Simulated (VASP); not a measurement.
Set up this calculation in VASP 6.6.1, as the native input.

```
Task                   : single point
Functional             : r2SCAN
Potentials or basis    : VASP PAW PBE potentials, release 64 (Au, Cu)
Cutoff                 : 520 eV
k mesh                 : 11 × 11 × 11
Occupations            : fermi-dirac, width 0.05 eV
Spin                   : no spin polarisation
Dipole correction      : no
Further INCAR settings : ALGO = Normal; EDIFF = 1e-06; NBANDS = 18
```

The system is CuAu.

```
CELL_PARAMETERS angstrom
1.41360 0.81614 4.16929
-1.41360 0.81614 4.16929
0.00000 -1.63228 4.16929
ATOMIC_POSITIONS crystal
Au 0.00000 0.00000 0.00000
Cu 0.50000 0.50000 0.50000
```

The input as run:

POSCAR

```
CuAu
1.0
    1.4135984423      0.8161414412      4.1692857537
   -1.4135984423      0.8161414412      4.1692857537
    0.0000000000     -1.6322828824      4.1692857537
Au Cu
1 1
Direct
    0.0000000000      0.0000000000      0.0000000000
    0.5000000000      0.5000000000      0.5000000000
```

INCAR.step1

```
PREC = Accurate ; ENCUT = 520
ISMEAR = -1 ; SIGMA = 0.05
LREAL = False ; LASPH = True
NELM = 100 ; NBANDS = 18
GGA = PE ; ALGO = Normal
EDIFF = 1E-4 ; LWAVE = True
LCHARG = False
```

INCAR.step2

```
PREC = Accurate ; ENCUT = 520
EDIFF = 1E-6 ; ISMEAR = -1
SIGMA = 0.05 ; LREAL = False
LASPH = True ; NELM = 100
ALGO = Normal ; ISIF = 2
LWAVE = False ; LCHARG = False
METAGGA = R2SCAN ; LMIXTAU = True
NBANDS = 18 ; ISTART = 1
```

KPOINTS

```
Automatic mesh
0
Gamma
  11 11 11
```

Potentials or basis: VASP PAW PBE potentials, release 64 (Au, Cu).

Launch:

```sh
$ cat potpaw_PBE.64/Au/POTCAR potpaw_PBE.64/Cu/POTCAR > POTCAR
$ cp INCAR.step1 INCAR
$ mpirun -np 1 vasp_std > vasp.out
$ cp INCAR.step2 INCAR
$ mpirun -np 1 vasp_std > vasp.out
```

It gave:

```
Pressure               : 4.9 GPa
Band gap on the k mesh : zero (band 11 reaches 10.99 eV, above the bottom of band 12 at 6.41 eV)
```

Caveat: the PAW data sets were made with another functional, which shifts forces and pressure a little; spin-orbit coupling is left out, which moves the levels of the heavy elements.

It took 7.3 min on 1 thread of Intel(R) Xeon(R) Platinum 8488C (Sapphire Rapids), with other jobs on the host, peak memory 0.27 GiB.
